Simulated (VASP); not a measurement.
## Fe: single point with PBEsol

Crystal: Fe.

```
Fe
1.0
     1.69241   -1.69257    0.00000
     1.69241    1.69257    0.00000
     0.00000    0.00000    3.55058
Fe
2
Direct
  0.50000 0.50000 0.50000
  0.00000 0.00000 0.00000
```

```json
{"Program": "VASP 6.6.1", "Task": "single point", "Functional": "PBEsol", "Potentials or basis": "VASP PAW PBE potentials, release 64 (Fe)", "Cutoff": "520 eV", "k mesh": "14 × 14 × 10", "Occupations": "fermi-dirac, width 0.05 eV", "Spin": "collinear spin, antiferromagnetic start", "Starting moments": "[-3.0, 3.0] μB", "Dipole correction": "no", "Further INCAR settings": "ALGO = Normal; EDIFF = 1e-06; NBANDS = 19"}
```

```
Pressure                                              : -0.3 GPa
Band gap on the k mesh                                : zero (filled and empty bands overlap)
Net moment                                            : 0.00 μB per cell
Site moments                                          : Fe -1.24, +1.24 μB
Valence electrons inside the program's atomic spheres : Fe 7.52
```

Stress tensor (GPa, compression positive):
```
-0.42  0.00  0.00
 0.00 -0.44  0.00
 0.00  0.00  0.03
```

Levels at points of the mesh, in eV from the Fermi level:
Spin up:
```tsv
k point	band 5	band 6	band 7	band 8	band 9	band 10	band 11	band 12
(0.00, 0.00, 0.00)	-1.79	-1.79	-0.53	-0.41	1.27	1.27	1.39	2.25
(0.50, 0.00, 0.00)	-2.49	-2.09	-1.65	-0.80	-0.06	0.49	2.50	3.25
(0.50, 0.50, 0.00)	0.60	0.84	1.06	1.06	1.11	1.76	3.46	3.46
(0.00, 0.00, 0.50)	-1.91	-1.08	-1.08	-0.97	-0.44	0.16	0.16	1.28
(0.50, 0.00, 0.50)	-1.76	-1.63	-0.08	0.02	0.71	0.90	1.05	1.25
(0.50, 0.50, 0.50)	-2.28	-2.28	-0.95	0.15	0.85	1.76	9.37	9.37
```
Spin down:
```tsv
k point	band 4	band 5	band 6	band 7	band 8	band 9	band 10	band 11	band 12	band 13
(0.00, 0.00, 0.00)	-2.02	-1.79	-1.79	-0.53	-0.41	1.27	1.27	1.39	2.25	10.85
(0.50, 0.00, 0.00)	-2.93	-2.49	-2.09	-1.65	-0.80	-0.06	0.49	2.50	3.25	12.85
(0.50, 0.50, 0.00)	-4.48	0.60	0.84	1.06	1.06	1.11	1.76	3.46	3.46	11.93
(0.00, 0.00, 0.50)	-2.94	-1.91	-1.08	-1.08	-0.97	-0.44	0.16	0.16	1.28	19.87
(0.50, 0.00, 0.50)	-2.10	-1.76	-1.63	-0.08	0.02	0.71	0.90	1.05	1.25	8.23
(0.50, 0.50, 0.50)	-3.22	-2.28	-2.28	-0.95	0.15	0.85	1.76	9.37	9.37	9.44
```

Run time: 2.7 min on 1 thread of Intel(R) Xeon(R) Platinum 8259CL CPU @ 2.50GHz (Skylake/Cascade Lake), on a shared host, peak memory 0.28 GiB.

Caveat: the PAW data sets were made with another functional, which shifts forces and pressure a little.
